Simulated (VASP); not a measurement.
# Al: single point with PBE

System: Al, a slab with vacuum.

```
Al
1.0
     5.72757    0.00000    0.00000
     0.00000    5.72757    0.00000
     0.00000    0.00000   19.07500
Al
17
Cartesian
  1.4319 1.4319 1.0000
  4.2957 1.4319 1.0000
  1.4319 4.2957 1.0000
  4.2957 4.2957 1.0000
  -0.0093 0.0056 3.0438
  2.8568 0.0059 3.0464
  -0.0104 2.8732 3.0431
  2.8569 2.8707 3.0444
  1.3512 1.4693 5.1449
  4.2120 1.4771 5.2177
  1.3337 4.3343 5.2208
  4.1975 4.3400 5.3264
  -0.0598 0.0962 7.2502
  2.7099 0.0957 7.2517
  -0.0607 2.8656 7.2512
  2.7095 2.8681 7.2530
  4.1923 4.3475 8.9665
```

```json
{
 "Program": "VASP 6.6.1",
 "Task": "single point",
 "Functional": "PBE",
 "Potentials or basis": "VASP PAW PBE potentials, release 64 (Al)",
 "Cutoff": "520 eV",
 "k mesh": "3 × 3 × 1",
 "Occupations": "gaussian, width 0.15 eV",
 "Spin": "no spin polarisation"
}
```

- Largest force: 0.047 eV/Å
- Band gap on the k mesh: zero (an odd number of electrons rules out a gap without spin polarisation)

Forces in eV/Å, atoms in the order of the input:
```
Al   0.009 -0.001  0.046
Al  -0.005 -0.003 -0.022
Al   0.014  0.007 -0.019
Al   0.009  0.000 -0.011
Al   0.001 -0.006 -0.004
Al  -0.002 -0.003  0.004
Al   0.000  0.001 -0.004
Al  -0.002 -0.001  0.000
Al   0.008 -0.002  0.009
Al  -0.008 -0.002  0.009
Al   0.001 -0.001 -0.001
Al  -0.002  0.003 -0.005
Al  -0.003  0.005 -0.004
Al   0.002  0.008 -0.003
Al  -0.002 -0.001  0.002
Al   0.002 -0.003 -0.006
Al  -0.023  0.003  0.011
```

Levels at points of the mesh, in eV from the Fermi level:
| k point | band 23 | band 24 | band 25 | band 26 | band 27 | band 28 | band 29 | band 30 |
| --- | --- | --- | --- | --- | --- | --- | --- | --- |
| (0.00, 0.00, 0.00) | -0.85 | -0.83 | -0.62 | -0.62 | -0.11 | -0.05 | 0.26 | 0.33 |

Run time: 6.7 min on 1 thread of AMD EPYC 7R43 64-Core Processor (Zen 3) (shared host), peak memory 0.58 GiB.

Caveat: the k points lie up to 0.37 Å⁻¹ apart, too coarse for converged energies and pressures of a metal; there is no dipole correction, which matters where the two faces differ.
